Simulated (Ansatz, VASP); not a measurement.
**One calculation of ReS, two programs**

INCAR

```
SYSTEM = ReS
ALGO     = Normal         ! electronic algorithm
EDIFF    = 1E-7           ! SCF threshold, eV
ENCUT    = 520            ! plane-wave cutoff, eV
GGA      = PE             ! functional
ISIF     = 2              ! what is computed and relaxed
ISMEAR   = 0              ! smearing method
ISPIN    = 2              ! spin polarisation
LASPH    = .True.         ! aspherical terms in the spheres
LCHARG   = .False.        ! write CHGCAR
LMAXMIX  = 4              ! l up to which the mixer works
LORBIT   = 11             ! projections on sites
LREAL    = .False.        ! projectors in reciprocal space
LWAVE    = .False.        ! write WAVECAR
MAGMOM   = 2 -2 0 0       ! initial moments
NBANDS   = 25             ! bands
NELM     = 150            ! most SCF steps
PREC     = Accurate       ! precision mode
SIGMA    = 0.1            ! smearing width, eV
```

File KPOINTS:

```
k-points
0
Gamma
  14 14 7
  0 0 0
```

POSCAR

```
ReS
1.0
    0.0000000000      2.6013323207      2.6013323207
    2.6013323207      0.0000000000      2.6013323207
    5.2026646415      5.2026646415      0.0000000000
Re S
2 2
Direct
    1.0000000000      0.0000000000      0.0000000000
    1.0000000000      0.0000000000      0.5000000000
    0.5000000000      0.5000000000      0.2500000000
    0.5000000000      0.5000000000      0.7500000000
```

Input for Ansatz:

```yaml
crystal:
  lattice:
    - [0.0, 2.6013323207, 2.6013323207]
    - [2.6013323207, 0.0, 2.6013323207]
    - [5.2026646415, 5.2026646415, 0.0]
  atoms:
    - { symbol: Re, position: [1.0, 0.0, 0.0], spin: 2.0 }
    - { symbol: S, position: [0.5, 0.5, 0.25] }
    - { symbol: Re, position: [1.0, 0.0, 0.5], spin: -2.0 }
    - { symbol: S, position: [0.5, 0.5, 0.75] }
basis:
  ecutwfc: 420
kpoints:
  mp_grid: { grid: [14, 14, 7] }
hamiltonian:
  xc: pbe
scf:
  occupations: { method: gaussian, width: 0.1 }
  lower_state_search: "off"
output:
  forces: true
  stress: true
  eigenvalues: true
  populations: true
  write_density: true
  write_potential: true
  elf: true
  volumetric_format: npy
magnetization:
  spin_polarized: true
```

Alike in both runs: task single point; functional PBE; k mesh 14 × 14 × 7; occupations gaussian, width 0.1 eV; collinear spin.

|  | VASP | Ansatz |
| --- | --- | --- |
| version | VASP 6.6.1 | Ansatz 0.2.0 |
| potentials or method | VASP PAW PBE potentials, release 64 (Re, S), cutoff 520 eV | scalar-relativistic, plane waves, PAW |
| valence electrons in the cell | 26 | 42 |

```csv
,VASP,Ansatz,Ansatz less VASP
gap on the k mesh at the Fermi level (eV),none,none,-
pressure (GPa),-18.6,-18.8,-0.22
net moment per atom (μB),0.00,0.00,0.000
size of the moment on the site where the two differ most (μB),1.37,1.14,-0.229
```

Site moments also hang on the region over which each program counts them. A gap of «none» marks a metal or a gap that the smearing closes. With one functional, cell and mesh, what is left measures potentials, basis and numerics. VASP's potentials hold 26 valence electrons a cell and Ansatz's 42, so a difference there can come from the potentials and not from the codes.

Neither program's run includes spin-orbit coupling.
